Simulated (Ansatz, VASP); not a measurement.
This is a calculation of Ag for Ansatz 0.2.0.

The input input.yaml:

```yaml
crystal:
  lattice:
    - [-1.655654, 1.655654, 1.655654]
    - [1.655654, -1.655654, 1.655654]
    - [1.655654, 1.655654, -1.655654]
  atoms:
    - { symbol: Ag, position: [0.0, 0.0, 0.0] }
hamiltonian:
  xc: r2scan
  pseudopotentials: { kind: paw }
kpoints:
  mp_grid: { grid: [11, 11, 11] }
scf:
  occupations: { method: fermi_dirac, width: 0.05 }
output:
  forces: true
  stress: true
  eigenvalues: true
relax:
  f_tol: 0.01
  max_steps: 40
  cell: { stress_tol: 0.05 }
```

Potentials or basis: Ansatz PAW.

Run with:

```bash
$ ansatz run input.yaml --threads 2 --pin off --max-ram 5632MiB --backend cpu --events-out ev --progress --plain --runs-dir out
```

Problem. Set up the same calculation for VASP 6.6.1. Potentials there: VASP PAW PBE potentials, release 64 (Ag).

Solution. As run (the cutoff follows the program's own potentials):

Contents of POSCAR:

```
Ag
1.0
   -1.6556540000      1.6556540000      1.6556540000
    1.6556540000     -1.6556540000      1.6556540000
    1.6556540000      1.6556540000     -1.6556540000
Ag
1
Direct
    0.0000000000      0.0000000000      0.0000000000
```

INCAR.step1

```
ALGO = Normal
EDIFF = 1E-4
ENCUT = 600
GGA = PE
ISMEAR = -1
LASPH = True
LCHARG = False
LREAL = False
LWAVE = True
NELM = 100
PREC = Accurate
SIGMA = 0.05
```

The input INCAR.step2:

```
ALGO = Normal
EDIFF = 1E-6
EDIFFG = -0.01
ENCUT = 600
IBRION = 2
ISIF = 3
ISMEAR = -1
ISTART = 1
LASPH = True
LCHARG = False
LMIXTAU = True
LREAL = False
LWAVE = False
METAGGA = R2SCAN
NELM = 100
NSW = 60
PREC = Accurate
SIGMA = 0.05
```

Contents of KPOINTS:

```
k-points
0
Gamma
  11 11 11
```

Potentials or basis: VASP PAW PBE potentials, release 64 (Ag).

Command:

```sh
$ cat potpaw_PBE.64/Ag/POTCAR > POTCAR
$ cp INCAR.step1 INCAR
$ mpirun -np 1 vasp_std > vasp.out
$ cp INCAR.step2 INCAR
$ mpirun -np 1 vasp_std > vasp.out
```

Both were run:

|  | VASP | Ansatz | Ansatz less VASP |
| --- | --- | --- | --- |
| gap on the k mesh at the Fermi level, each at its own relaxed structure (eV) | none | none | - |
| relaxed volume (Å³/atom) | 17.45 | 17.42 | -0.022 |
| relaxed cell length with the largest relative difference (Å) | 2.830 | 2.829 | -0.0012 |

VASP's potentials were made for PBE, not for r2SCAN. A gap of «none» marks a metal or a gap that the smearing closes. VASP's potentials hold 11 valence electrons a cell and Ansatz's 19, so a difference there can come from the potentials and not from the codes.

Noted on Ansatz's run: the plane-wave basis is chosen anew once the cell has moved, so the energies of steps on either side of that aren't comparable.
